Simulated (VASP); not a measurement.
A run of VASP 6.6.1 is set up as follows.

File INCAR:

```
PREC = Accurate
ENCUT = 520
EDIFF = 1E-6
ISMEAR = 0
SIGMA = 0.15
LREAL = False
LASPH = True
NELM = 80
ALGO = Fast
ISIF = 2
LWAVE = False
LCHARG = False
GGA = PS
NBANDS = 21
```

KPOINTS

```
regular mesh
0
Gamma
  24 24 14
```

File POSCAR:

```
Ru
1.0
    2.6895239996      0.0000000000      0.0000000000
   -1.3447619998      2.3291961077      0.0000000000
    0.0000000000      0.0000000000      4.2519209508
Ru
2
Direct
    0.3333333333      0.6666666667      0.2382406092
    0.6666666667      0.3333333333      0.7617593908
```

Potentials or basis: VASP PAW PBE potentials, release 64 (Ru_pv).

Run with:

```console
$ cat potpaw_PBE.64/Ru_pv/POTCAR > POTCAR
$ mpirun -np 1 vasp_std > vasp.out
```

**Question.** What does it give for the pressure?

**Answer.** 2.1 GPa.

**Question.** Estimate the largest force.

**Answer.** 1.354 eV/Å.

**Question.** Predict the band gap on the k mesh.

**Answer.** Zero (bands 14 and 15 overlap by 3.08 eV).

Stress tensor (GPa, compression positive):
```
1.42 0.00 0.00
0.00 1.42 0.00
0.00 0.00 3.41
```

Caveat: the cell differs from its parent crystal (atoms displaced along a vibrational mode); the PAW data sets were made with another functional, which shifts forces and pressure a little.
